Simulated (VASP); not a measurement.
# Na (P6_3/mmc) in VASP: a series of runs, part 2 of 2

VASP 6.6.1. The steps go on from the part before.

## 3. Relaxation of cell and atoms, LDA, target pressure 15 GPa, at which the enthalpy is minimised

INCAR

```
SYSTEM = Na
PREC     = Accurate       ! precision mode
ENCUT    = 600            ! plane-wave cutoff, eV
EDIFF    = 1E-7           ! SCF threshold, eV
ISMEAR   = 1              ! smearing method
SIGMA    = 0.05           ! smearing width, eV
LREAL    = .False.        ! projectors in reciprocal space
LASPH    = .True.         ! aspherical terms in the spheres
NELM     = 60             ! most SCF steps
ALGO     = Normal         ! electronic algorithm
ISIF     = 3              ! what is computed and relaxed
LWAVE    = .False.        ! write WAVECAR
LCHARG   = .False.        ! write CHGCAR
GGA      = CA             ! functional
IBRION   = 2              ! ionic algorithm
NSW      = 80             ! ionic steps
EDIFFG   = -0.02          ! ionic threshold
PSTRESS  = 150.0
```

KPOINTS

```
Automatic mesh
0
Gamma
  5 5 3
  0 0 0
```

POSCAR

```
Na
1.0
    3.8100000000      0.0000000000      0.0000000000
   -1.9050000000      3.2995567884      0.0000000000
    0.0000000000      0.0000000000      6.2217300000
Na
2
Direct
    0.3333333333      0.6666666667      0.2500000000
    0.6666666667      0.3333333333      0.7500000000
```

Potentials or basis: VASP PAW LDA potentials, release 64 (Na_pv).

Command:

```bash
$ cat potpaw_LDA.64/Na_pv/POTCAR > POTCAR
$ mpirun -np 1 vasp_std > vasp.out
```

OUTCAR:

```text
SYSTEM = Na
   PREC = Accurate
   ENCUT = 600
   EDIFF = 1E-7
   ISMEAR = 1
   LREAL = .False.
   LASPH = .True.
   NELM = 60
   ISIF = 3
   GGA = CA
   IBRION = 2
   NSW = 80
   EDIFFG = -0.02
   PSTRESS = 150.0

 ion  position               nearest neighbor table
   1  0.333  0.667  0.250-
   2  0.667  0.333  0.750-

  LATTYP: Found a hexagonal cell.
 ALAT       =     3.8100000000
 C/A-ratio  =     1.6330000000

  Lattice vectors:

 A1 = (   3.8100000000,   0.0000000000,   0.0000000000)
 A2 = (  -1.9050000000,   3.2995567884,   0.0000000000)
 A3 = (   0.0000000000,   0.0000000000,   6.2217300000)

Analysis of symmetry for initial positions (statically):
=====================================================================
 Subroutine PRICEL returns:
 Original cell was already a primitive cell.

 Routine SETGRP: Setting up the symmetry group for a
 hexagonal supercell.

 Subroutine GETGRP returns: Found 24 space group operations
 (whereof 12 operations were pure point group operations)
 out of a pool of 24 trial point group operations.

The static configuration has the point symmetry D_3d.
 The point group associated with its full space group is D_6h.

Analysis of symmetry for dynamics (positions and initial velocities):
=====================================================================
 Subroutine PRICEL returns:
 Original cell was already a primitive cell.

 Routine SETGRP: Setting up the symmetry group for a
 hexagonal supercell.

 Subroutine GETGRP returns: Found 24 space group operations
 (whereof 12 operations were pure point group operations)
 out of a pool of 24 trial point group operations.

The dynamic configuration has the point symmetry D_3d.
 The point group associated with its full space group is D_6h.

 Subroutine INISYM returns: Found 24 space group operations
 (whereof 12 operations are pure point group operations),
 and found     1 'primitive' translations

----------------------------------------------------------------------------------------

                                     Primitive cell

  volume of cell :      78.2153

  direct lattice vectors                    reciprocal lattice vectors
     3.810000000  0.000000000  0.000000000     0.262467192  0.151535504  0.000000000
    -1.905000000  3.299556788  0.000000000     0.000000000  0.303071007  0.000000000
     0.000000000  0.000000000  6.221730000     0.000000000  0.000000000  0.160727000

  length of vectors
     3.810000000  3.810000000  6.221730000     0.303071007  0.303071007  0.160727000

  position of ions in fractional coordinates (direct lattice)
     0.333333333  0.666666667  0.250000000
     0.666666667  0.333333333  0.750000000

  ion indices of the primitive-cell ions
   primitive index   ion index
                 1           1
                 2           2

----------------------------------------------------------------------------------------

 KPOINTS: Automatic mesh

Automatic generation of k-mesh.
 Grid dimensions read from file:
 generate k-points for:    5    5    3

 Generating k-lattice:

  Cartesian coordinates                     Fractional coordinates (reciprocal lattice)
     0.052493438  0.030307101  0.000000000     0.200000000 -0.000000000  0.000000000
     0.000000000  0.060614201  0.000000000     0.000000000  0.200000000  0.000000000
     0.000000000  0.000000000  0.053575667     0.000000000  0.000000000  0.333333333

  Length of vectors
     0.060614201  0.060614201  0.053575667

  Shift w.r.t. Gamma in fractional coordinates (k-lattice)
     0.000000000  0.000000000  0.000000000

 Subroutine IBZKPT returns following result:
 ===========================================

 Found     10 irreducible k-points:

 Following reciprocal coordinates:
            Coordinates               Weight
  0.000000  0.000000  0.000000      1.000000
  0.200000 -0.000000  0.000000      6.000000
  0.400000 -0.000000  0.000000      6.000000
  0.200000  0.200000  0.000000      6.000000
  0.400000  0.200000  0.000000      6.000000
  0.000000  0.000000  0.333333      2.000000
  0.200000 -0.000000  0.333333     12.000000
  0.400000 -0.000000  0.333333     12.000000
  0.200000  0.200000  0.333333     12.000000
  0.400000  0.200000  0.333333     12.000000
   k-points           NKPTS =     10   k-points in BZ     NKDIM =     10   number of bands    NBANDS=     11
   number of dos      NEDOS =    301   number of ions     NIONS =      2
   total plane-waves  NPLWV =  45000
   dimension x,y,z NGX =    30 NGY =   30 NGZ =   50
   dimension x,y,z NGXF=    60 NGYF=   60 NGZF=  100
   ions per type =               2
   NGX,Y,Z   is equivalent  to a cutoff of  13.09, 13.09, 13.36 a.u.
   NGXF,Y,Z  is equivalent  to a cutoff of  26.18, 26.18, 26.72 a.u.
 SYSTEM =  Na
   PREC   = accura    normal or accurate (medium, high low for compatibility)
   ISTART =      0    job   : 0-new  1-cont  2-samecut
   ICHARG =      2    charge: 1-file 2-atom 10-const
   ISPIN  =      1    spin polarized calculation?
   LNONCOLLINEAR =      F non collinear calculations
   LSORBIT =      F    spin-orbit coupling
   LASPH  =      T    aspherical Exc in radial PAW
   ENCUT  =  600.0 eV  44.10 Ry    6.64 a.u.   7.61  7.61 12.43*2*pi/ulx,y,z
   NELM   =     60;   NELMIN=  2; NELMDL= -5     # of ELM steps
   EDIFF  = 0.1E-06   stopping-criterion for ELM
   LREAL  =      F    real-space projection
   EDIFFG = -.2E-01   stopping-criterion for IOM
   NSW    =     80    number of steps for IOM
   IBRION =      2    ionic relax: 0-MD 1-quasi-New 2-CG
   NFREE  =      1    steps in history (QN), initial steepest desc. (CG)
   ISIF   =      3    stress and relaxation
   ISYM   =      2    0-nonsym 1-usesym 2-fastsym
   POTIM  = 0.5000    time-step for ionic-motion
   TEBEG  =    0.0;   TEEND  =   0.0 temperature during run
   PSTRESS=  150.0 pullay stress
   NELECT =      14.0000    total number of electrons
   NUPDOWN=      -1.0000    fix difference up-down
   EMIN   =  10.00;   EMAX   =-10.00  energy-range for DOS
   EFERMI =   0.00;   METHOD = LEGACY
   ISMEAR =     1;   SIGMA  =   0.05  broadening in eV -4-tet -1-fermi 0-gaus
   EFERMI_NEDOS =   21; number of points for ismear=-14 and -15
   IALGO  =     38    algorithm
   IMIX   =      4    mixing-type and parameters
     AMIX     =   0.40;   BMIX     =  1.00
     AMIX_MAG =   1.60;   BMIX_MAG =  1.00
  volume/ion in A,a.u.               =      39.11       263.91
  Fermi-wavevector in a.u.,A,eV,Ry     =   0.922614  1.743489 11.581517  0.851217
  Thomas-Fermi vector in A             =   2.048161
   LORBIT       =      0    0 simple, 1 ext, 2 COOP (PROOUT), +10 PAW based schemes
   GGA     = CA    functional components
   LHFCALC =     F    Hartree Fock is set to
   AEXX    =    0.0000 exact exchange contribution
   IVDW    =     0    specifies the selected vdW correction
   LEPSILON=     F    determine dielectric tensor
   LRPA    =     F    only Hartree local field effects (RPA)
 conjugate gradient relaxation of ions
 non-spin polarized calculation
 Methfessel and Paxton  Order N= 1 SIGMA  =   0.05
  energy-cutoff  :      600.00
  volume of cell :       78.22
 maximum number of plane-waves:      2629
   NGX = 15   NGY = 15   NGZ = 25

--------------------------------------- Ionic step        1  -------------------------------------------

 number of electron      13.9999989 magnetization

 Free energy of the ion-electron system (eV)
  ---------------------------------------------------
  ext. energy  EPLUGINS =         0.00000000
  ---------------------------------------------------
  free energy    TOTEN  =        -2.92262041 eV

  energy without entropy =       -2.92062916  energy(sigma->0) =       -2.92195666

------------------------ aborting loop because EDIFF is reached ----------------------------------------

  FORCE on cell =-STRESS in cart. coord.  units (eV):
  Direction    XX          YY          ZZ          XY          YZ          ZX
  --------------------------------------------------------------------------------------
  -------------------------------------------------------------------------------------
  Total       -0.5845190     -0.5845190     -0.5388126      0.0000000     -0.0000000      0.0000000
  in kB      -11.9733996    -11.9733996    -11.0371401      0.0000000     -0.0000000      0.0000000
  external PRESSURE =    -161.6613131 kB  Pullay stress =     150.0000000 kB
[... 137 lines left out ...]
  enthalpy is  TOTEN    =         1.4053077121 eV   P V=        3.5357750616

--------------------------------------- Ionic step        5  -------------------------------------------

 number of electron      14.0000000 magnetization

 Free energy of the ion-electron system (eV)
  ---------------------------------------------------
  ext. energy  EPLUGINS =         0.00000000
  ---------------------------------------------------
  free energy    TOTEN  =        -2.13050525 eV

  energy without entropy =       -2.12851400  energy(sigma->0) =       -2.12984150

 E-fermi :   3.3151     XC(G=0):  -8.9642

 val. band max:        2.2413738616   @ k =   0.4000  -0.0000   0.3333
 cond. band min:       3.3251212716   @ k =   0.2000   0.2000   0.3333
 fundamental gap:      1.0837474100
 Fermi energy:         3.3150511976

 k-point     1 :       0.0000    0.0000    0.0000
  band No.  band energies     occupation
      1     -22.1786      2.00000
      2     -21.8948      2.00000
      3     -21.8948      2.00000
      4     -21.8581      2.00000
      5     -21.8576      2.00000
      6     -21.8576      2.00000
      7      -2.0602      2.00000
      8       3.6683     -0.00000
      9       4.6077      0.00000
     10      17.1694      0.00000
     11      17.1694      0.00000
[... 153 lines left out ...]
  FREE ENERGIE OF THE ION-ELECTRON SYSTEM (eV)
  ---------------------------------------------------
  free  energy   TOTEN  =        -2.1305052452 eV

  energy  without entropy=       -2.1285139973  energy(sigma->0) =       -2.12984150

  enthalpy is  TOTEN    =         1.4052533612 eV   P V=        3.5357586065

 reached required accuracy - stopping structural energy minimisation
```

It took 39 s on 1 thread of AMD EPYC 7R43 (Zen 3), shared host; peak memory 0.13 GiB.

Results:

```
Free energy                                            : -2.1305 eV
Relaxed volume                                         : 18.88 Å³/atom
Relaxed cell                                           : a = 2.986 Å, b = 2.986 Å, c = 4.891 Å, α = 90.00°, β = 90.00°, γ = 120.00°
Space group after relaxing (to 0.05 Å)                 : P6_3/mmc (No. 194)
Energy change on relaxing (the enthalpy is what falls) : +396.1 meV/atom
Ionic steps                                            : 5
Pressure after relaxing                                : 15.1 GPa
Band gap on the k mesh                                 : zero (band 7 reaches 4.36 eV, above the bottom of band 8 at 0.81 eV)
```

Stress tensor (GPa, compression positive):
```
15.00  0.00  0.00
 0.00 15.00  0.00
 0.00  0.00 15.17
```

Step by step:
```
step  energy change (eV)  largest force (eV/Å)  pressure (GPa)  volume (Å³)
   1              0.0000                0.0000           -1.17        78.22
   2              0.4975                0.0000           10.44        41.51
   3              0.7362                0.0000           14.18        38.38
   4              0.7922                0.0000           15.05        37.77
   5              0.7921                0.0000           15.06        37.77
```

Final structure:
```yaml
crystal:
  lattice:
    - [2.98584, 0.00000, 0.00000]
    - [-1.49292, 2.58582, 0.00000]
    - [0.00000, 0.00000, 4.89144]
  atoms:
    - { symbol: Na, position: [0.33333, 0.66667, 0.25000] }
    - { symbol: Na, position: [0.66667, 0.33333, 0.75000] }
```

Caveat: the k points lie up to 0.49 Å⁻¹ apart in the final cell; the cell is relaxed towards a set pressure, so the enthalpy falls and the energy may rise; the volume moved by over 15 % at a fixed basis, so the end points are rough.

## 4. Relaxation of cell and atoms, LDA, target pressure 30 GPa, at which the enthalpy is minimised

INCAR

```
  PREC = Accurate
  ENCUT = 600
  EDIFF = 1E-6
  ISMEAR = 1
  SIGMA = 0.05
  LREAL = False
  LASPH = True
  NELM = 60
  ALGO = Normal
  ISIF = 3
  LWAVE = False
  LCHARG = False
  IBRION = 2
  NSW = 80
  EDIFFG = -0.02
  PSTRESS = 300.0
```

KPOINTS

```
regular mesh
0
Gamma
  5 5 3
```

POSCAR is that of step 3.

Command:

```bash
$ cat potpaw_LDA.64/Na_pv/POTCAR > POTCAR
$ mpirun -np 1 vasp_std > vasp.out
```

Run time: 53 s. Hardware: 1 thread of AMD EPYC 7R43 (Zen 3), shared host; peak memory 0.13 GiB.

It converged, with:

* Free energy: -1.2174 eV
* Relaxed volume: 15.49 Å³/atom
* Relaxed cell: a = 2.795 Å, b = 2.795 Å, c = 4.578 Å, α = 90.00°, β = 90.00°, γ = 120.00°
* Space group after relaxing (to 0.05 Å): P6_3/mmc (No. 194)
* Energy change on relaxing (the enthalpy is what falls): +852.6 meV/atom
* Ionic steps: 7
* Pressure after relaxing: 29.9 GPa
* Band gap on the k mesh: zero (band 7 reaches 5.80 eV, above the bottom of band 8 at 1.93 eV)

Stress tensor (GPa, compression positive):
```
29.84  0.00  0.00
 0.00 29.84  0.00
 0.00  0.00 30.15
```

The path:
```
step  energy change (eV)  largest force (eV/Å)  pressure (GPa)  volume (Å³)
   1              0.0000                0.0000           -1.11        78.22
   2              5.9040                0.0000          113.69        19.90
   3              1.5017                0.0000           26.54        32.14
   4              1.6549                0.0000           29.06        31.25
   5              1.7801                0.0000           31.18        30.59
   6              1.6902                0.0000           29.76        31.06
   7              1.7052                0.0000           29.95        30.98
```

Final structure:
```xyz
2
Lattice="2.7954 0.0000 0.0000 -1.3977 2.4209 0.0000 0.0000 0.0000 4.5779" Properties=species:S:1:pos:R:3 pbc="T T T"
Na    0.0000    1.6139    1.1445
Na    1.3977    0.8070    3.4334
```

Levels at points of the mesh, in eV from the Fermi level:
| k point | band 5 | band 6 | band 7 | band 8 | band 9 | band 10 |
| --- | --- | --- | --- | --- | --- | --- |
| (0.00, 0.00, 0.00) | -25.45 | -25.45 | -6.07 | 0.40 | 1.45 | 15.18 |

Caveat: the k points lie up to 0.52 Å⁻¹ apart in the final cell; the cell is relaxed towards a set pressure, so the enthalpy falls and the energy may rise; the volume moved by over 15 % at a fixed basis, so the end points are rough.

## 5. The runs side by side

```tsv
cell	gap on the mesh (eV)	pressure (GPa)
relaxed	none	0.0
relaxed to 15 GPa	none	15.1
relaxed to 30 GPa	none	29.9
```

Alike in all rows: task relaxation of cell and atoms; level LDA; potentials or basis VASP PAW LDA potentials, release 64 (Na_pv); no spin polarisation; k mesh 5 × 5 × 3; cutoff (eV) 600; smearing methfessel-paxton 0.05 eV.

Caveats: all runs use coarse meshes; the volume moved by over 15 % at a fixed basis, so the end points are rough; the cell is relaxed towards a set pressure, so the enthalpy falls and the energy may rise (some runs).

Total energies depend on the potentials used, so only differences within one code and one set of settings carry meaning.
